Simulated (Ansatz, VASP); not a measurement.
Two plane-wave programs on CuO

The input INCAR:

```
SYSTEM = CuO
ALGO     = Normal         ! electronic algorithm
EDIFF    = 1E-7           ! SCF threshold, eV
ENCUT    = 520            ! plane-wave cutoff, eV
GGA      = RP             ! functional
ISIF     = 2              ! what is computed and relaxed
ISMEAR   = -1             ! smearing method
IVDW     = 12             ! dispersion correction
LASPH    = .TRUE.         ! aspherical terms in the spheres
LCHARG   = .TRUE.         ! write CHGCAR
LELF     = .TRUE.         ! ELF
LREAL    = .FALSE.        ! projectors in reciprocal space
LVHAR    = .TRUE.       
LWAVE    = .FALSE.        ! write WAVECAR
NBANDS   = 25             ! bands
NELM     = 100            ! most SCF steps
PREC     = Accurate       ! precision mode
SIGMA    = 0.05           ! smearing width, eV
```

KPOINTS

```
k-points
0
G
  10 10 5
  0 0 0
```

Contents of POSCAR:

```
CuO
1.0
    2.2940437287     -1.6763657078      0.0000000000
    2.2940437287      1.6763657078      0.0000000000
   -0.8326750593      0.0000000000      4.9546185987
Cu O
2 2
Direct
    0.5000000000      0.0000000000      0.5000000000
    0.0000000000      0.5000000000      0.0000000000
    0.4184000000      0.5816000000      0.7500000000
    0.5816000000      0.4184000000      0.2500000000
```

input.yaml

```yaml
crystal:
  lattice:
    - [2.2940437287, -1.6763657078, 0.0]
    - [2.2940437287, 1.6763657078, 0.0]
    - [-0.8326750593, 0.0, 4.9546185987]
  atoms:
    - { symbol: Cu, position: [0.5, 0.0, 0.5] }
    - { symbol: Cu, position: [0.0, 0.5, 0.0] }
    - { symbol: O, position: [0.4184, 0.5816, 0.75] }
    - { symbol: O, position: [0.5816, 0.4184, 0.25] }
hamiltonian:
  xc: rpbe
  pseudopotentials: { kind: paw }
  dispersion: d3bj
kpoints:
  mp_grid: { grid: [10, 10, 5] }
scf:
  occupations: { method: fermi_dirac, width: 0.05 }
output:
  forces: true
  stress: true
  eigenvalues: true
```

Alike in both runs: task single point; functional RPBE; dispersion D3(BJ); k mesh 10 × 10 × 5; occupations fermi-dirac, width 0.05 eV; no spin polarisation.

|  | VASP | Ansatz |
| --- | --- | --- |
| version | VASP 6.6.1 | Ansatz 0.2.0 |
| potentials or method | VASP PAW PBE potentials, release 64 (Cu, O) | Ansatz PAW |
| plane-wave cutoff (eV) | 520 | 420 |
| valence electrons in the cell | 34 | 50 |

```csv
,VASP,Ansatz,Ansatz less VASP
gap on the k mesh at the Fermi level (eV),none,none,-
pressure (GPa),0.1,-0.7,-0.85
"traceless stress, the component that is largest in VASP (GPa)",-4.07,-3.57,+0.499
rms of the force components (eV/Å),0.053,0.033,-0.0203
```

VASP's potentials were made for PBE, not for RPBE. Atom by atom the forces differ by 0.020 eV/Å (rms over components). A gap of «none» marks a metal or a gap that the smearing closes. VASP's potentials hold 34 valence electrons a cell and Ansatz's 50, so a difference there can come from the potentials and not from the codes.
